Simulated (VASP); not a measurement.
# KMgH3 (P4/mmm) in VASP: further runs, part 2 of 2

VASP 6.6.1.

### 3 Single point, LDA (strain +0.025 along x and y, +0.050 along z)

INCAR reads:

```
ALGO = Normal
EDIFF = 1E-6
ENCUT = 520
GGA = CA
ISIF = 2
ISMEAR = 0
LASPH = T
LCHARG = T
LELF = T
LREAL = F
LVHAR = T
LWAVE = F
NBANDS = 15
NELM = 60
PREC = Accurate
SIGMA = 0.05
```

KPOINTS reads:

```
k-points
0
Gamma
  8 8 8
```

POSCAR reads:

```
KMgH3
1.0
    4.1256250000      0.0000000000      0.0000000000
    0.0000000000      4.1256250000      0.0000000000
    0.0000000000      0.0000000000      4.2262500000
K Mg H
1 1 3
Direct
    0.0000000000      0.0000000000      0.0000000000
    0.5000000000      0.5000000000      0.5000000000
    0.0000000000      0.5000000000      0.5000000000
    0.5000000000      0.0000000000      0.5000000000
    0.5000000000      0.5000000000      0.0000000000
```

Potentials or basis: VASP PAW LDA potentials, release 64 (K_sv, Mg, H).

On the command line:

```
$ cat potpaw_LDA.64/K_sv/POTCAR potpaw_LDA.64/Mg/POTCAR potpaw_LDA.64/H/POTCAR > POTCAR
$ mpirun -np 1 vasp_std > vasp.out
```

OUTCAR:

```text
EDIFF = 1E-6
   ENCUT = 520
   GGA = CA
   ISIF = 2
   ISMEAR = 0
   LASPH = T
   LREAL = F
   NELM = 60
   PREC = Accurate

 ion  position               nearest neighbor table
   1  0.000  0.000  0.000-   2 3.60   2 3.60   2 3.60   2 3.60   2 3.60   2 3.60   2 3.60   2 3.60

   2  0.500  0.500  0.500-   3 2.06   4 2.06   4 2.06   3 2.06   5 2.11   5 2.11   1 3.60   1 3.60
                             1 3.60   1 3.60   1 3.60   1 3.60   1 3.60   1 3.60
   3  0.000  0.500  0.500-   2 2.06   2 2.06
   4  0.500  0.000  0.500-   2 2.06   2 2.06
   5  0.500  0.500  0.000-   2 2.11   2 2.11

  LATTYP: Found a simple tetragonal cell.
 ALAT       =     4.1256250000
 C/A-ratio  =     1.0243902439

  Lattice vectors:

 A1 = (   4.1256250000,   0.0000000000,   0.0000000000)
 A2 = (   0.0000000000,   4.1256250000,   0.0000000000)
 A3 = (   0.0000000000,   0.0000000000,   4.2262500000)

Analysis of symmetry for initial positions (statically):
=====================================================================
 Subroutine PRICEL returns:
 Original cell was already a primitive cell.

 Routine SETGRP: Setting up the symmetry group for a
 simple tetragonal supercell.

 Subroutine GETGRP returns: Found 16 space group operations
 (whereof 16 operations were pure point group operations)
 out of a pool of 16 trial point group operations.

The static configuration has the point symmetry D_4h.

Analysis of symmetry for dynamics (positions and initial velocities):
=====================================================================
 Subroutine PRICEL returns:
 Original cell was already a primitive cell.

 Routine SETGRP: Setting up the symmetry group for a
 simple tetragonal supercell.

 Subroutine GETGRP returns: Found 16 space group operations
 (whereof 16 operations were pure point group operations)
 out of a pool of 16 trial point group operations.
[... 132 lines left out ...]
   GGA     = CA    functional components
   LHFCALC =     F    Hartree Fock is set to
   AEXX    =    0.0000 exact exchange contribution
   IVDW    =     0    specifies the selected vdW correction
   LEPSILON=     F    determine dielectric tensor
   LRPA    =     F    only Hartree local field effects (RPA)
 non-spin polarized calculation
 Gauss-broadening in eV      SIGMA  =   0.05
  energy-cutoff  :      520.00
  volume of cell :       71.93
 maximum number of plane-waves:      1964
 NGX is ok and might be reduce to    32
   NGX = 15   NGY = 15   NGZ = 15

 number of electron      14.0000001 magnetization

 Free energy of the ion-electron system (eV)
  ---------------------------------------------------
  ext. energy  EPLUGINS =         0.00000000
  ---------------------------------------------------
  free energy    TOTEN  =       -14.89993503 eV

  energy without entropy =      -14.89993503  energy(sigma->0) =      -14.89993503

 E-fermi :  -0.3366     XC(G=0):  -8.4584

 val. band max:       -0.6442228593   @ k =   0.0000   0.0000   0.5000
 cond. band min:       1.1031348799   @ k =   0.5000   0.5000   0.5000
 fundamental gap:      1.7473577392
 Fermi energy:        -0.3365588509

 k-point     1 :       0.0000    0.0000    0.0000
  band No.  band energies     occupation
      1     -29.4892      2.00000
      2     -13.1991      2.00000
      3     -13.1843      2.00000
      4     -13.1843      2.00000
      5      -5.9462      2.00000
      6      -1.1156      2.00000
      7      -1.0283      2.00000
      8       4.2996      0.00000
      9       4.6260      0.00000
     10       4.6260      0.00000
     11       6.8335      0.00000
     12       7.0972      0.00000
     13       7.8130      0.00000
     14       7.8171      0.00000
[... 401 lines left out ...]
      2     -13.3655      2.00000
      3     -13.2005      2.00000
      4     -13.1895      2.00000
      5      -4.2316      2.00000
      6      -3.1657      2.00000
      7      -1.0981      2.00000
      8       3.8120      0.00000
      9       4.7033      0.00000
     10       5.0455      0.00000
     11       5.0687      0.00000
     12       7.1766      0.00000
     13       7.6674      0.00000
     14       8.5036      0.00000
     15       9.0528      0.00000

 [... further k-points ...]
[... 5 lines left out ...]
  --------------------------------------------------------------------------------------
  -------------------------------------------------------------------------------------
  Total       -2.3821483     -2.3821483     -2.7248387      0.0000000      0.0000000      0.0000000
  in kB      -53.0572452    -53.0572452    -60.6899394      0.0000000      0.0000000      0.0000000
  external PRESSURE =     -55.6014766 kB  Pullay stress =       0.0000000 kB

 VOLUME and BASIS-vectors are now :
 -----------------------------------------------------------------------------
  energy-cutoff  :      520.00
  volume of cell :       71.93
      direct lattice vectors                 reciprocal lattice vectors
     4.125625000  0.000000000  0.000000000     0.242387517  0.000000000  0.000000000
     0.000000000  4.125625000  0.000000000     0.000000000  0.242387517  0.000000000
     0.000000000  0.000000000  4.226250000     0.000000000  0.000000000  0.236616386

 POSITION                                       TOTAL-FORCE (eV/Angst)
 -----------------------------------------------------------------------------------
      0.00000      0.00000      0.00000         0.000000      0.000000      0.000000
      2.06281      2.06281      2.11313         0.000000      0.000000      0.000000
      0.00000      2.06281      2.11313         0.000000      0.000000      0.000000
      2.06281      0.00000      2.11313         0.000000      0.000000      0.000000
      2.06281      2.06281      0.00000         0.000000      0.000000      0.000000
 -----------------------------------------------------------------------------------
    total drift:                                0.000000     -0.000000      0.000000

  FREE ENERGIE OF THE ION-ELECTRON SYSTEM (eV)
  ---------------------------------------------------
  free  energy   TOTEN  =       -14.8999350295 eV

  energy  without entropy=      -14.8999350295  energy(sigma->0) =      -14.89993503
```

It took 68 s on 1 thread of Intel Xeon 8259CL, shared host; peak memory 0.22 GiB.

Results:

| Quantity | Value |
| --- | --- |
| Free energy | -14.8999 eV |
| Pressure | -5.6 GPa |
| Band gap on the k mesh | 1.75 eV, indirect (least direct gap 3.70 eV) |

Stress tensor (GPa, compression positive):
```
-5.31  0.00  0.00
 0.00 -5.31  0.00
 0.00  0.00 -6.07
```

Levels at points of the mesh, in eV from the valence-band top:
```tsv
k point	band 4	band 5	band 6	band 7	band 8	band 9	band 10	band 11
(0.00, 0.00, 0.00)	-12.54	-5.30	-0.47	-0.38	4.94	5.27	5.27	7.48
(0.50, 0.00, 0.00)	-12.52	-3.75	-2.70	-0.01	4.72	5.02	5.51	6.76
(0.50, 0.50, 0.00)	-12.52	-2.75	-1.93	-1.93	3.23	5.37	6.34	6.34
(0.00, 0.00, 0.50)	-12.53	-3.88	-2.67	0.00	4.97	4.97	5.52	6.82
(0.50, 0.00, 0.50)	-12.51	-2.88	-1.98	-1.86	3.20	5.51	6.52	6.58
(0.50, 0.50, 0.50)	-12.64	-2.03	-2.03	-1.95	1.75	5.03	5.12	5.12
```

Caveat: the cell differs from its parent crystal (strain +0.025 along x and y, +0.050 along z). A k mesh can miss the band edges.

### 4 Single point, LDA (strain +0.050 along x and y, +0.025 along z)

INCAR reads:

```
SYSTEM = KMgH3
ALGO = Normal
EDIFF = 1E-6
ENCUT = 520
ISIF = 2
ISMEAR = 0
LASPH = .TRUE.
LCHARG = .TRUE.
LELF = .TRUE.
LREAL = .FALSE.
LVHAR = .TRUE.
LWAVE = .FALSE.
NBANDS = 15
NELM = 100
PREC = Accurate
SIGMA = 0.05
```

KPOINTS reads:

```
k-points
0
G
  8 8 8
  0 0 0
```

POSCAR: that of step 3 with these lines changed.

```diff
@@ -2,5 +2,5 @@
 1.0
-    4.1256250000      0.0000000000      0.0000000000
-    0.0000000000      4.1256250000      0.0000000000
-    0.0000000000      0.0000000000      4.2262500000
+    4.2262500000      0.0000000000      0.0000000000
+    0.0000000000      4.2262500000      0.0000000000
+    0.0000000000      0.0000000000      4.1256250000
 K Mg H
```

On the command line:

```
$ cat potpaw_LDA.64/K_sv/POTCAR potpaw_LDA.64/Mg/POTCAR potpaw_LDA.64/H/POTCAR > POTCAR
$ mpirun -np 1 vasp_std > vasp.out
```

It took 70 s on 1 thread of Intel Xeon 8259CL, shared host; peak memory 0.22 GiB.

Results (log left out):

| Property | Result |
| --- | --- |
| Free energy | -14.8374 eV |
| Pressure | -6.0 GPa |
| Band gap on the k mesh | 1.68 eV, indirect (least direct gap 3.61 eV) |

Stress tensor (GPa, compression positive):
```
-6.24  0.00  0.00
 0.00 -6.24  0.00
 0.00  0.00 -5.52
```

Levels at points of the mesh, in eV from the valence-band top:
```
           k point  band 4  band 5  band 6  band 7  band 8  band 9  band 10  band 11
(0.00, 0.00, 0.00)  -12.56   -5.21   -0.44   -0.37    4.98    4.98     5.31     7.43
(0.50, 0.00, 0.00)  -12.55   -3.79   -2.62    0.00    4.75    5.06     5.51     6.69
(0.50, 0.50, 0.00)  -12.54   -2.88   -1.89   -1.89    3.18    5.43     6.60     6.60
(0.00, 0.00, 0.50)  -12.56   -3.66   -2.65    0.00    4.81    4.81     5.52     6.60
(0.50, 0.00, 0.50)  -12.55   -2.74   -1.96   -1.84    3.21    5.30     6.37     6.42
(0.50, 0.50, 0.50)  -12.66   -2.01   -1.93   -1.93    1.68    5.01     5.01     5.09
```

Caveat: the cell differs from its parent crystal (strain +0.050 along x and y, +0.025 along z). A k mesh can miss the band edges.

### 5 The runs side by side

```csv
cell,gap on the mesh (eV),pressure (GPa)
"a = 4.226, b = 4.226, c = 4.025 Å, 5 atoms",1.76,-5.5
"a = 4.126, b = 4.126, c = 4.226 Å, 5 atoms",1.75,-5.6
"a = 4.226, b = 4.226, c = 4.126 Å, 5 atoms",1.68,-6.0
```

Alike in all rows: task single point; level LDA; potentials or basis VASP PAW LDA potentials, release 64 (K_sv, Mg, H); no spin polarisation; k mesh 8 × 8 × 8; cutoff (eV) 520; smearing gaussian 0.05 eV.

Total energies depend on the potentials used, so only differences within one code and one set of settings carry meaning.
